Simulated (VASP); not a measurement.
# SiO2 (P4_32_12) in VASP: a series of runs, part 2 of 2

VASP 6.6.1.

### Step 4. Single point, r2SCAN+D3(BJ)

This run uses another cell than the first one, of 13.61 Å³/atom, 0.956 times its volume.

The input, POSCAR:

```
SiO2
1.0
    4.9100645334      0.0000000000      0.0000000000
    0.0000000000      4.9100645334      0.0000000000
    0.0000000000      0.0000000000      6.7724999981
Si O
4 8
Direct
    0.8101542736      0.8101542736      0.5000000000
    0.6898457264      0.3101542736      0.2500000000
    0.3101542736      0.6898457264      0.7500000000
    0.1898457264      0.1898457264      0.0000000000
    0.7650241477      0.1242406269      0.4388056239
    0.8757593731      0.2349758523      0.0611943761
    0.1242406269      0.7650241477      0.5611943761
    0.2650241477      0.3757593731      0.8111943761
    0.2349758523      0.8757593731      0.9388056239
    0.7349758523      0.6242406269      0.3111943761
    0.3757593731      0.2650241477      0.1888056239
    0.6242406269      0.7349758523      0.6888056239
```

The input, INCAR.step1:

```
SYSTEM = SiO2
ALGO = Normal
EDIFF = 1E-4
ENCUT = 520
GGA = PE
ISMEAR = -1
LASPH = .TRUE.
LCHARG = .FALSE.
LREAL = .FALSE.
LWAVE = .TRUE.
NBANDS = 44
NELM = 60
PREC = Accurate
SIGMA = 0.05
```

The input, INCAR.step2:

```
SYSTEM = SiO2
ALGO = Normal
EDIFF = 1E-7
ENCUT = 520
ISIF = 2
ISMEAR = -1
ISTART = 1
IVDW = 12
LASPH = .TRUE.
LCHARG = .TRUE.
LELF = .TRUE.
LMIXTAU = .TRUE.
LREAL = .FALSE.
LVHAR = .TRUE.
LWAVE = .FALSE.
METAGGA = R2SCAN
NBANDS = 44
NELM = 60
PREC = Accurate
SIGMA = 0.05
VDW_A1 = 0.49484001
VDW_A2 = 5.73083694
VDW_S6 = 1.0
VDW_S8 = 0.78981345
```

The input, KPOINTS:

```
k-points
0
G
  6 6 4
  0 0 0
```

On the command line:

```bash
cat potpaw_PBE.64/Si/POTCAR potpaw_PBE.64/O/POTCAR > POTCAR
cp INCAR.step1 INCAR
mpirun -np 1 vasp_std > vasp.out
cp INCAR.step2 INCAR
mpirun -np 1 vasp_std > vasp.out
```

Run time: 9.3 min. Hardware: 1 thread of AMD EPYC 9R45 (Zen 5), shared host; peak memory 0.36 GiB.

It converged, with:

```yaml
Free_energy: -119.8956 eV
Pressure: 0.2 GPa
Largest_force: 0.030 eV/Å
Band_gap_on_the_k_mesh: 6.45 eV, direct
Dispersion_energy_per_atom: -0.064 eV
```

Forces in eV/Å, atoms in the order of the input:
```
Si   0.021  0.021  0.000
Si  -0.021  0.021  0.000
Si   0.021 -0.021  0.000
Si  -0.021 -0.021  0.000
O    0.001  0.004 -0.001
O   -0.004 -0.001  0.001
O    0.004  0.001  0.001
O    0.001 -0.004  0.001
O   -0.001 -0.004 -0.001
O   -0.001  0.004  0.001
O   -0.004  0.001 -0.001
O    0.004 -0.001 -0.001
```

Levels at points of the mesh, in eV from the valence-band top:
```csv
k point,band 29,band 30,band 31,band 32,band 33,band 34,band 35,band 36
"(0.00, 0.00, 0.00)",-0.72,-0.38,-0.38,0.00,6.45,9.71,9.71,10.37
"(0.50, 0.00, 0.00)",-0.68,-0.68,-0.51,-0.51,8.62,8.62,10.09,10.09
"(0.50, 0.50, 0.00)",-0.59,-0.59,-0.52,-0.52,9.56,9.56,9.72,9.72
"(0.00, 0.00, 0.50)",-0.60,-0.60,-0.39,-0.39,7.81,7.81,10.25,10.25
"(0.50, 0.00, 0.50)",-0.93,-0.93,-0.21,-0.21,9.06,9.06,9.88,9.88
"(0.50, 0.50, 0.50)",-0.57,-0.57,-0.57,-0.57,10.08,10.08,10.08,10.08
```

Caveat: the PAW data sets were made with another functional, which shifts forces and pressure a little. A k mesh can miss the band edges.

### Step 5. Single point, PBE

The input, INCAR:

```
SYSTEM = SiO2
ALGO = Normal
EDIFF = 1E-7
ENCUT = 520
GGA = PE
ISIF = 2
ISMEAR = -1
LASPH = .TRUE.
LCHARG = .FALSE.
LREAL = .FALSE.
LWAVE = .FALSE.
NBANDS = 44
NELM = 100
PREC = Accurate
SIGMA = 0.05
```

The input, KPOINTS:

```
k-points
0
G
  2 2 2
  0 0 0
```

The input, POSCAR:

```
SiO2
1.0
    4.9755888200      0.0000000000      0.0000000000
    0.0000000000      4.9755888200      0.0000000000
    0.0000000000      0.0000000000      6.9008894400
Si O
4 8
Direct
    0.8032465600      0.8032465600      0.5000000000
    0.6967534400      0.3032465600      0.2500000000
    0.3032465600      0.6967534400      0.7500000000
    0.1967534400      0.1967534400      0.0000000000
    0.7617576300      0.1103870700      0.4320415600
    0.8896129300      0.2382423700      0.0679584400
    0.1103870700      0.7617576300      0.5679584400
    0.2617576300      0.3896129300      0.8179584400
    0.2382423700      0.8896129300      0.9320415600
    0.7382423700      0.6103870700      0.3179584400
    0.3896129300      0.2617576300      0.1820415600
    0.6103870700      0.7382423700      0.6820415600
```

On the command line:

```bash
cat potpaw_PBE.64/Si/POTCAR potpaw_PBE.64/O/POTCAR > POTCAR
mpirun -np 1 vasp_std > vasp.out
```

Wall time 27 s (1 thread of Intel Xeon 6975P-C (Granite Rapids), shared host); peak memory 0.28 GiB.

It converged, with:

| Item | Value |
| --- | --- |
| Free energy | -94.8266 eV |
| Pressure | 4.9 GPa |
| Largest force | 0.283 eV/Å |
| Band gap on the k mesh | 5.73 eV, direct |

Forces on the atoms (eV/Å):
```
Si  -0.018 -0.018  0.000
Si   0.018 -0.018  0.000
Si  -0.018  0.018  0.000
Si   0.018  0.018  0.000
O    0.044  0.148  0.237
O   -0.148 -0.044 -0.237
O    0.148  0.044 -0.237
O    0.044 -0.148 -0.237
O   -0.044 -0.148  0.237
O   -0.044  0.148 -0.237
O   -0.148  0.044  0.237
O    0.148 -0.044  0.237
```

Stress tensor (GPa, compression positive):
```
4.80 0.00 0.00
0.00 4.80 0.00
0.00 0.00 5.06
```

Levels at points of the mesh, in eV from the valence-band top:
| k point | band 28 | band 29 | band 30 | band 31 | band 32 | band 33 | band 34 | band 35 | band 36 | band 37 |
| --- | --- | --- | --- | --- | --- | --- | --- | --- | --- | --- |
| (0.00, 0.00, 0.00) | -1.27 | -0.68 | -0.31 | -0.31 | 0.00 | 5.73 | 8.83 | 8.83 | 9.31 | 9.31 |
| (0.50, 0.00, 0.00) | -1.00 | -0.65 | -0.65 | -0.49 | -0.49 | 7.78 | 7.78 | 9.27 | 9.27 | 9.83 |
| (0.50, 0.50, 0.00) | -1.31 | -0.59 | -0.59 | -0.53 | -0.53 | 8.73 | 8.73 | 8.85 | 8.85 | 9.78 |
| (0.00, 0.00, 0.50) | -0.85 | -0.54 | -0.54 | -0.39 | -0.39 | 7.00 | 7.00 | 9.42 | 9.42 | 9.73 |
| (0.50, 0.00, 0.50) | -1.00 | -0.92 | -0.92 | -0.18 | -0.18 | 8.10 | 8.10 | 9.02 | 9.02 | 9.38 |
| (0.50, 0.50, 0.50) | -1.34 | -0.61 | -0.61 | -0.61 | -0.61 | 9.23 | 9.23 | 9.23 | 9.23 | 9.88 |

Caveat: the k points lie up to 0.63 Å⁻¹ apart. PBE gaps usually lie below the measured ones, often by a third to a half.

### Step 6. Single point, BLYP+D3(BJ)

This run uses another cell than the first one, of 13.33 Å³/atom, 0.936 times its volume.

The input, INCAR:

```
SYSTEM = SiO2
  PREC = Accurate
  ENCUT = 520
  EDIFF = 1E-6
  ISMEAR = -1
  SIGMA = 0.05
  LREAL = .False.
  LASPH = .True.
  NELM = 80
  ALGO = Normal
  ISIF = 2
  LWAVE = .False.
  LCHARG = .False.
  GGA = B5
  ALDAX = 1.0
  AGGAX = 1.0
  AGGAC = 1.0
  ALDAC = 0.0
  IVDW = 12
  VDW_S6 = 1.0
  VDW_S8 = 2.6996
  VDW_A1 = 0.4298
  VDW_A2 = 4.2359
  NBANDS = 44
```

The input, KPOINTS:

```
Automatic mesh
0
Gamma
  6 6 4
  0 0 0
```

The input, POSCAR:

```
SiO2
1.0
    4.8901086408      0.0000000000      0.0000000000
    0.0000000000      4.8901086408      0.0000000000
    0.0000000000      0.0000000000      6.6889480336
Si O
4 8
Direct
    0.8166264813      0.8166264813      0.5000000000
    0.6833735187      0.3166264813      0.2500000000
    0.3166264813      0.6833735187      0.7500000000
    0.1833735187      0.1833735187      0.0000000000
    0.7678220315      0.1366166716      0.4452237902
    0.8633833284      0.2321779685      0.0547762098
    0.1366166716      0.7678220315      0.5547762098
    0.2678220315      0.3633833284      0.8047762098
    0.2321779685      0.8633833284      0.9452237902
    0.7321779685      0.6366166716      0.3047762098
    0.3633833284      0.2678220315      0.1952237902
    0.6366166716      0.7321779685      0.6952237902
```

Potentials or basis: VASP PAW PBE potentials, release 64 (Si, O).

On the command line:

```bash
cat potpaw_PBE.64/Si/POTCAR potpaw_PBE.64/O/POTCAR > POTCAR
mpirun -np 1 vasp_std > vasp.out
```

It took 94 s on 1 thread of Intel Xeon 6975P-C (Granite Rapids), shared host; peak memory 0.32 GiB.

It converged, with:

| Item | Value |
| --- | --- |
| Free energy | -94.2425 eV |
| Pressure | 0.8 GPa |
| Largest force | 0.057 eV/Å |
| Band gap on the k mesh | 5.75 eV, direct |
| Dispersion energy per atom | -0.267 eV |

Forces on the atoms (eV/Å):
```
Si   0.019  0.019  0.000
Si  -0.019  0.019  0.000
Si   0.019 -0.019  0.000
Si  -0.019 -0.019  0.000
O    0.008  0.036  0.044
O   -0.036 -0.008 -0.044
O    0.036  0.008 -0.044
O    0.008 -0.036 -0.044
O   -0.008 -0.036  0.044
O   -0.008  0.036 -0.044
O   -0.036  0.008  0.044
O    0.036 -0.008  0.044
```

Levels at points of the mesh, in eV from the valence-band top:
```tsv
k point	band 29	band 30	band 31	band 32	band 33	band 34	band 35	band 36
(0.00, 0.00, 0.00)	-0.75	-0.45	-0.45	0.00	5.75	8.89	8.89	9.54
(0.50, 0.00, 0.00)	-0.71	-0.71	-0.49	-0.49	7.86	7.86	9.28	9.28
(0.50, 0.50, 0.00)	-0.57	-0.57	-0.48	-0.48	8.70	8.70	8.76	8.76
(0.00, 0.00, 0.50)	-0.65	-0.65	-0.36	-0.36	7.11	7.11	9.30	9.30
(0.50, 0.00, 0.50)	-0.88	-0.88	-0.22	-0.22	8.17	8.17	9.27	9.27
(0.50, 0.50, 0.50)	-0.50	-0.50	-0.50	-0.50	9.15	9.15	9.15	9.15
```

Caveat: the PAW data sets were made with another functional, which shifts forces and pressure a little. Expect the measured gap to be larger: semilocal functionals such as BLYP lack the derivative discontinuity.

### Step 7. Summary

| level | cell | k mesh | gap on the mesh (eV) | pressure (GPa) | largest force (eV/Å) |
| --- | --- | --- | --- | --- | --- |
| PBE | a = 4.976, b = 4.976, c = 6.901 Å, 12 atoms | 4 × 4 × 3 | 5.73 | 4.9 | 0.27 |
| RPBE | a = 5.137, b = 5.137, c = 7.185 Å, 12 atoms | 6 × 6 × 4 | 5.56 | -0.3 | 0.03 |
| r2SCAN+D3(BJ) | a = 4.910, b = 4.910, c = 6.772 Å, 12 atoms | 6 × 6 × 4 | 6.45 | 0.2 | 0.03 |
| PBE | a = 4.976, b = 4.976, c = 6.901 Å, 12 atoms | 2 × 2 × 2 | 5.73 | 4.9 | 0.28 |
| BLYP+D3(BJ) | a = 4.890, b = 4.890, c = 6.689 Å, 12 atoms | 6 × 6 × 4 | 5.75 | 0.8 | 0.06 |

Alike in all rows: task single point; potentials or basis VASP PAW PBE potentials, release 64 (Si, O); no spin polarisation; cutoff (eV) 520; smearing fermi-dirac 0.05 eV.

Caveats: some runs use coarse meshes; the PAW data sets were made with another functional, which shifts forces and pressure a little (some runs).

Total energies depend on the potentials used, so only differences within one code and one set of settings carry meaning.
